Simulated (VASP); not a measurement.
# SnO (P6_3mc) in VASP: notebook

The runs below take SnO through single point, with PBE, LDA.

Program: VASP 6.6.1. These are calculated values, not measurements. Logs are shortened: lines on timing, memory, paths and dates and some standing lists are left out, and cuts for length are marked.

## Step 1: The cell of the first run

It takes space group P6_3mc (No. 186, hexagonal). The conventional cell has a = 3.298 Å, b = 3.298 Å, c = 9.216 Å, α = 90.00°, β = 90.00°, γ = 120.00°. Sn (site symmetry 3m) has 3 O at 2.16 Å within 2.9 Å. Within 2.9 Å of O (site symmetry 3m) lie 3 Sn at 2.16 Å.

## Step 2: Single point, PBE

Contents of INCAR:

```
SYSTEM = SnO
ALGO = Normal
EDIFF = 1E-6
ENCUT = 520
GGA = PE
ISIF = 2
ISMEAR = 0
LASPH = .True.
LCHARG = .False.
LREAL = .False.
LWAVE = .False.
NBANDS = 28
NELM = 80
PREC = Accurate
SIGMA = 0.01
```

Contents of KPOINTS:

```
k-points
0
Gamma
  6 6 2
  0 0 0
```

Contents of POSCAR:

```
SnO
1.0
    3.2981563320      0.0000000000      0.0000000000
   -1.6490781660      2.8562871691      0.0000000000
    0.0000000000      0.0000000000      9.2163701104
Sn O
2 2
Direct
    0.3333333333      0.6666666667     -0.0066374682
    0.6666666667      0.3333333333      0.4933625318
    0.3333333333      0.6666666667      0.3816374682
    0.6666666667      0.3333333333      0.8816374682
```

Potentials or basis: VASP PAW PBE potentials, release 64 (Sn_d, O).

On the command line:

```sh
cat potpaw_PBE.64/Sn_d/POTCAR potpaw_PBE.64/O/POTCAR > POTCAR
mpirun -np 1 vasp_std > vasp.out
```

OUTCAR:

```text
SYSTEM = SnO
   EDIFF = 1E-6
   ENCUT = 520
   GGA = PE
   ISIF = 2
   ISMEAR = 0
   LASPH = .True.
   LREAL = .False.
   NELM = 80
   PREC = Accurate

 ion  position               nearest neighbor table
   1  0.333  0.667  0.993-   4 2.16   4 2.16   4 2.16
   2  0.667  0.333  0.493-   3 2.16   3 2.16   3 2.16
   3  0.333  0.667  0.382-   2 2.16   2 2.16   2 2.16
   4  0.667  0.333  0.882-   1 2.16   1 2.16   1 2.16

  LATTYP: Found a hexagonal cell.
 ALAT       =     3.2981563320
 C/A-ratio  =     2.7944006235

  Lattice vectors:

 A1 = (   3.2981563320,   0.0000000000,   0.0000000000)
 A2 = (  -1.6490781660,   2.8562871691,   0.0000000000)
 A3 = (   0.0000000000,   0.0000000000,   9.2163701104)

Analysis of symmetry for initial positions (statically):
=====================================================================
 Subroutine PRICEL returns:
 Original cell was already a primitive cell.

 Routine SETGRP: Setting up the symmetry group for a
 hexagonal supercell.

 Subroutine GETGRP returns: Found 12 space group operations
 (whereof  6 operations were pure point group operations)
 out of a pool of 24 trial point group operations.

The static configuration has the point symmetry C_3v.
 The point group associated with its full space group is C_6v.

Analysis of symmetry for dynamics (positions and initial velocities):
=====================================================================
 Subroutine PRICEL returns:
 Original cell was already a primitive cell.

 Routine SETGRP: Setting up the symmetry group for a
 hexagonal supercell.

 Subroutine GETGRP returns: Found 12 space group operations
 (whereof  6 operations were pure point group operations)
 out of a pool of 24 trial point group operations.

The dynamic configuration has the point symmetry C_3v.
 The point group associated with its full space group is C_6v.

 Subroutine INISYM returns: Found 12 space group operations
 (whereof  6 operations are pure point group operations),
 and found     1 'primitive' translations

----------------------------------------------------------------------------------------

                                     Primitive cell

  volume of cell :      86.8226

  direct lattice vectors                    reciprocal lattice vectors
     3.298156332  0.000000000  0.000000000     0.303199697  0.175052427  0.000000000
    -1.649078166  2.856287169  0.000000000     0.000000000  0.350104853  0.000000000
     0.000000000  0.000000000  9.216370110     0.000000000  0.000000000  0.108502587

  length of vectors
     3.298156332  3.298156332  9.216370110     0.350104853  0.350104853  0.108502587

  position of ions in fractional coordinates (direct lattice)
     0.333333333  0.666666667  0.993362532
     0.666666667  0.333333333  0.493362532
     0.333333333  0.666666667  0.381637468
     0.666666667  0.333333333  0.881637468

  ion indices of the primitive-cell ions
   primitive index   ion index
                 1           1
                 2           2
                 3           3
                 4           4

----------------------------------------------------------------------------------------

 KPOINTS: k-points

Automatic generation of k-mesh.
 Grid dimensions read from file:
 generate k-points for:    6    6    2

 Generating k-lattice:

  Cartesian coordinates                     Fractional coordinates (reciprocal lattice)
     0.050533283  0.029175404  0.000000000     0.166666667  0.000000000  0.000000000
     0.000000000  0.058350809  0.000000000     0.000000000  0.166666667  0.000000000
     0.000000000  0.000000000  0.054251294     0.000000000  0.000000000  0.500000000

  Length of vectors
     0.058350809  0.058350809  0.054251294

  Shift w.r.t. Gamma in fractional coordinates (k-lattice)
     0.000000000  0.000000000  0.000000000

 Subroutine IBZKPT returns following result:
 ===========================================

 Found     14 irreducible k-points:

 Following reciprocal coordinates:
            Coordinates               Weight
  0.000000  0.000000  0.000000      1.000000
  0.166667 -0.000000  0.000000      6.000000
  0.333333 -0.000000  0.000000      6.000000
  0.500000 -0.000000  0.000000      3.000000
  0.166667  0.166667  0.000000      6.000000
  0.333333  0.166667  0.000000     12.000000
  0.333333  0.333333  0.000000      2.000000
  0.000000  0.000000  0.500000      1.000000
  0.166667 -0.000000  0.500000      6.000000
  0.333333 -0.000000  0.500000      6.000000
  0.500000 -0.000000  0.500000      3.000000
  0.166667  0.166667  0.500000      6.000000
  0.333333  0.166667  0.500000     12.000000
  0.333333  0.333333  0.500000      2.000000
   k-points           NKPTS =     14   k-points in BZ     NKDIM =     14   number of bands    NBANDS=     28
   number of dos      NEDOS =    301   number of ions     NIONS =      4
   total plane-waves  NPLWV =  54880
   dimension x,y,z NGX =    28 NGY =   28 NGZ =   70
   dimension x,y,z NGXF=    56 NGYF=   56 NGZF=  140
   ions per type =               2   2
   NGX,Y,Z   is equivalent  to a cutoff of  14.11, 14.11, 12.63 a.u.
   NGXF,Y,Z  is equivalent  to a cutoff of  28.23, 28.23, 25.25 a.u.
 SYSTEM =  SnO
   PREC   = accura    normal or accurate (medium, high low for compatibility)
   ISTART =      0    job   : 0-new  1-cont  2-samecut
   ICHARG =      2    charge: 1-file 2-atom 10-const
   ISPIN  =      1    spin polarized calculation?
   LNONCOLLINEAR =      F non collinear calculations
   LSORBIT =      F    spin-orbit coupling
   LASPH  =      T    aspherical Exc in radial PAW
   ENCUT  =  520.0 eV  38.22 Ry    6.18 a.u.   6.13  6.13 17.14*2*pi/ulx,y,z
   NELM   =     80;   NELMIN=  2; NELMDL= -5     # of ELM steps
   EDIFF  = 0.1E-05   stopping-criterion for ELM
   LREAL  =      F    real-space projection
   EDIFFG = 0.1E-04   stopping-criterion for IOM
   NSW    =      0    number of steps for IOM
   IBRION =     -1    ionic relax: 0-MD 1-quasi-New 2-CG
   NFREE  =      0    steps in history (QN), initial steepest desc. (CG)
   ISIF   =      2    stress and relaxation
   ISYM   =      2    0-nonsym 1-usesym 2-fastsym
   POTIM  = 0.5000    time-step for ionic-motion
   TEBEG  =    0.0;   TEEND  =   0.0 temperature during run
   PSTRESS=    0.0 pullay stress
   NELECT =      40.0000    total number of electrons
   NUPDOWN=      -1.0000    fix difference up-down
   EMIN   =  10.00;   EMAX   =-10.00  energy-range for DOS
   EFERMI =   0.00;   METHOD = LEGACY
   ISMEAR =     0;   SIGMA  =   0.01  broadening in eV -4-tet -1-fermi 0-gaus
   EFERMI_NEDOS =   21; number of points for ismear=-14 and -15
   IALGO  =     38    algorithm
   IMIX   =      4    mixing-type and parameters
     AMIX     =   0.40;   BMIX     =  1.00
     AMIX_MAG =   1.60;   BMIX_MAG =  1.00
  volume/ion in A,a.u.               =      21.71       146.48
  Fermi-wavevector in a.u.,A,eV,Ry     =   1.264398  2.389366 21.751668  1.598702
  Thomas-Fermi vector in A             =   2.397705
   LORBIT       =      0    0 simple, 1 ext, 2 COOP (PROOUT), +10 PAW based schemes
   GGA     = PE    functional components
   LHFCALC =     F    Hartree Fock is set to
   AEXX    =    0.0000 exact exchange contribution
   IVDW    =     0    specifies the selected vdW correction
   LEPSILON=     F    determine dielectric tensor
   LRPA    =     F    only Hartree local field effects (RPA)
 non-spin polarized calculation
 Gauss-broadening in eV      SIGMA  =   0.01
  energy-cutoff  :      520.00
  volume of cell :       86.82
 maximum number of plane-waves:      2376
 NGX is ok and might be reduce to    28
   NGX = 13   NGY = 13   NGZ = 35

 number of electron      39.9999994 magnetization

 Free energy of the ion-electron system (eV)
  ---------------------------------------------------
  ext. energy  EPLUGINS =         0.00000000
  ---------------------------------------------------
  free energy    TOTEN  =       -21.41789024 eV

  energy without entropy =      -21.41789024  energy(sigma->0) =      -21.41789024

 E-fermi :   4.0288     XC(G=0):  -8.9609

 val. band max:        3.9330956508   @ k =   0.3333   0.3333   0.0000
 cond. band min:       5.3227343101   @ k =   0.0000   0.0000   0.0000
 fundamental gap:      1.3896386593
 Fermi energy:         4.0287615542

 k-point     1 :       0.0000    0.0000    0.0000
  band No.  band energies     occupation
      1     -16.9827      2.00000
      2     -16.9827      2.00000
      3     -16.9827      2.00000
      4     -16.9827      2.00000
      5     -16.9823      2.00000
      6     -16.9789      2.00000
[... 20 lines left out ...]
     27      12.6398      0.00000
     28      14.4143      0.00000

 k-point     2 :       0.1667   -0.0000    0.0000
  band No.  band energies     occupation
      1     -17.1166      2.00000
      2     -17.1139      2.00000
      3     -16.9357      2.00000
      4     -16.9356      2.00000
      5     -16.9075      2.00000
      6     -16.9064      2.00000
[... 20 lines left out ...]
     27      12.3041      0.00000
     28      14.5962      0.00000

 k-point     3 :       0.3333   -0.0000    0.0000
  band No.  band energies     occupation
      1     -17.3030      2.00000
      2     -17.3013      2.00000
      3     -16.9154      2.00000
      4     -16.9141      2.00000
      5     -16.8533      2.00000
      6     -16.8529      2.00000
[... 20 lines left out ...]
     27      11.9571      0.00000
     28      13.1349      0.00000

 k-point     4 :       0.5000   -0.0000    0.0000
  band No.  band energies     occupation
      1     -17.3859      2.00000
      2     -17.3852      2.00000
      3     -16.9362      2.00000
      4     -16.9351      2.00000
      5     -16.8421      2.00000
      6     -16.8412      2.00000
[... 268 lines left out ...]
     27      13.2503      0.00000
     28      13.2503      0.00000

 k-point    13 :       0.3333    0.1667    0.5000
  band No.  band energies     occupation
      1     -17.3507      2.00000
      2     -17.3507      2.00000
      3     -16.9088      2.00000
      4     -16.9088      2.00000
      5     -16.8666      2.00000
      6     -16.8666      2.00000
[... 20 lines left out ...]
     27      12.5217      0.00000
     28      12.5217      0.00000

 k-point    14 :       0.3333    0.3333    0.5000
  band No.  band energies     occupation
      1     -17.3551      2.00000
      2     -17.3551      2.00000
      3     -16.8874      2.00000
      4     -16.8874      2.00000
      5     -16.8587      2.00000
      6     -16.8587      2.00000
[... 20 lines left out ...]
     27      13.0132      0.00000
     28      13.0132      0.00000

------------------------ aborting loop because EDIFF is reached ----------------------------------------

  FORCE on cell =-STRESS in cart. coord.  units (eV):
  Direction    XX          YY          ZZ          XY          YZ          ZX
  --------------------------------------------------------------------------------------
  -------------------------------------------------------------------------------------
  Total        2.1494042      2.1494042      1.1438202      0.0000000      0.0000000      0.0000000
  in kB       39.6639225     39.6639225     21.1074295      0.0000000      0.0000000      0.0000000
  external PRESSURE =      33.4784248 kB  Pullay stress =       0.0000000 kB

 VOLUME and BASIS-vectors are now :
 -----------------------------------------------------------------------------
  energy-cutoff  :      520.00
  volume of cell :       86.82
      direct lattice vectors                 reciprocal lattice vectors
     3.298156332  0.000000000  0.000000000     0.303199697  0.175052427  0.000000000
    -1.649078166  2.856287169  0.000000000     0.000000000  0.350104853  0.000000000
     0.000000000  0.000000000  9.216370110     0.000000000  0.000000000  0.108502587

 POSITION                                       TOTAL-FORCE (eV/Angst)
 -----------------------------------------------------------------------------------
     -0.00000      1.90419      9.15520         0.000000     -0.000000      0.505411
      1.64908      0.95210      4.54701        -0.000000      0.000000      0.505411
     -0.00000      1.90419      3.51731        -0.000000     -0.000000     -0.505411
      1.64908      0.95210      8.12550         0.000000      0.000000     -0.505411
 -----------------------------------------------------------------------------------
    total drift:                               -0.000000      0.000000      0.001385

  FREE ENERGIE OF THE ION-ELECTRON SYSTEM (eV)
  ---------------------------------------------------
  free  energy   TOTEN  =       -21.4178902396 eV

  energy  without entropy=      -21.4178902396  energy(sigma->0) =      -21.41789024
```

Wall time 19 s (1 thread of Intel Xeon 6975P-C (Granite Rapids), shared host); peak memory 0.22 GiB.

Results:

- Free energy: -21.4179 eV
- Pressure: 3.3 GPa
- Largest force: 0.505 eV/Å
- Band gap on the k mesh: 1.39 eV, indirect (least direct gap 1.66 eV)

Forces on the atoms (eV/Å):
```
Sn   0.000  0.000  0.505
Sn   0.000  0.000  0.505
O    0.000  0.000 -0.505
O    0.000  0.000 -0.505
```

Levels at points of the mesh, in eV from the valence-band top:
| k point | band 17 | band 18 | band 19 | band 20 | band 21 | band 22 | band 23 | band 24 |
| --- | --- | --- | --- | --- | --- | --- | --- | --- |
| (0.00, 0.00, 0.00) | -2.66 | -2.66 | -2.16 | -1.04 | 1.39 | 2.66 | 7.58 | 8.62 |
| (0.50, 0.00, 0.00) | -3.49 | -3.46 | -0.77 | -0.24 | 1.41 | 1.57 | 5.43 | 6.14 |
| (0.00, 0.00, 0.50) | -2.67 | -2.67 | -1.65 | -1.65 | 2.04 | 2.04 | 8.66 | 8.66 |
| (0.50, 0.00, 0.50) | -3.48 | -3.48 | -0.57 | -0.57 | 1.57 | 1.57 | 5.74 | 5.74 |

Caveat: spin-orbit coupling is left out, which moves the levels of the heavy elements. A k mesh can miss the band edges.

(Part 1 of 2 ends here.)
